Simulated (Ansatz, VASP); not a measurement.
**Cs in VASP and in Ansatz**

```xyz
1
Lattice="0.0000 3.8081 3.8081 3.8081 0.0000 3.8081 3.8081 3.8081 0.0000" Properties=species:S:1:pos:R:3 pbc="T T T"
Cs    0.0000    0.0000    0.0000
```

Alike in both runs: task relaxation of cell and atoms; functional LDA; k mesh 7 × 7 × 7; occupations fermi-dirac, width 0.1 eV; no spin polarisation.

|  | VASP | Ansatz |
| --- | --- | --- |
| version | VASP 6.6.1 | Ansatz 0.2.0 |
| potentials or method | VASP PAW LDA potentials, release 64 (Cs_sv), cutoff 600 eV | plane waves (420 eV) with PAW, scalar-relativistic |
| valence electrons in the cell | 9 | 9 |

Ansatz gave:

| Item | Value |
| --- | --- |
| relaxed volume (Å³/atom) | 96.17 |
| relaxed cell length with the largest relative difference (Å) | 5.143 |

Task: What did VASP give for the same quantities?

Result: Relaxed volume (Å³/atom): 95.50; relaxed cell length with the largest relative difference (Å): 5.131.

Ansatz warns that its potentials were made for another functional, while VASP's fit it. LDA's correlation is that of Perdew and Zunger in VASP and of Perdew and Wang (1992) in Ansatz.

Spin-orbit coupling is off throughout.
